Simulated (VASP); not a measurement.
Wanted: the native input for a VASP 6.6.1 run.

* Task: single point
* Functional: PBE
* Potentials or basis: VASP PAW PBE potentials, release 64 (Na_pv, Mo_sv)
* Cutoff: 520 eV
* k mesh: 18 × 18 × 14
* Occupations: gaussian, width 0.1 eV
* Spin: no spin polarisation
* Dipole correction: no
* Further INCAR settings: ALGO = Fast; EDIFF = 1e-07; NBANDS = 18

The structure of NaMo lies in POSCAR:

```
NaMo
1.0
    2.5988909158      0.0000000000      0.0000000000
    0.0000000000      2.5988909158      0.0000000000
    0.0000000000      0.0000000000      5.5861167416
Na Mo
1 1
Direct
    0.5000000000      0.5000000000      0.5000000000
    0.0000000000      0.0000000000      0.0000000000
```

One way to write it, as run:

INCAR

```
  ALGO = Fast
  EDIFF = 1E-7
  ENCUT = 520
  GGA = PE
  ISIF = 2
  ISMEAR = 0
  LASPH = True
  LCHARG = True
  LELF = True
  LREAL = False
  LVHAR = True
  LWAVE = False
  NBANDS = 18
  NELM = 80
  PREC = Accurate
  SIGMA = 0.1
```

KPOINTS

```
k-points
0
Gamma
  18 18 14
```

Potentials or basis: VASP PAW PBE potentials, release 64 (Na_pv, Mo_sv).

The run is started by

```bash
$ cat potpaw_PBE.64/Na_pv/POTCAR potpaw_PBE.64/Mo_sv/POTCAR > POTCAR
$ mpirun -np 1 vasp_std > vasp.out
```

It gave:

The pressure is 0.2 GPa. The band gap on the k mesh is zero (an odd number of electrons rules out a gap without spin polarisation).

It took 6.2 min on 1 thread of Oxide Virtual Turin-like Processor, on a shared host, peak memory 0.34 GiB.
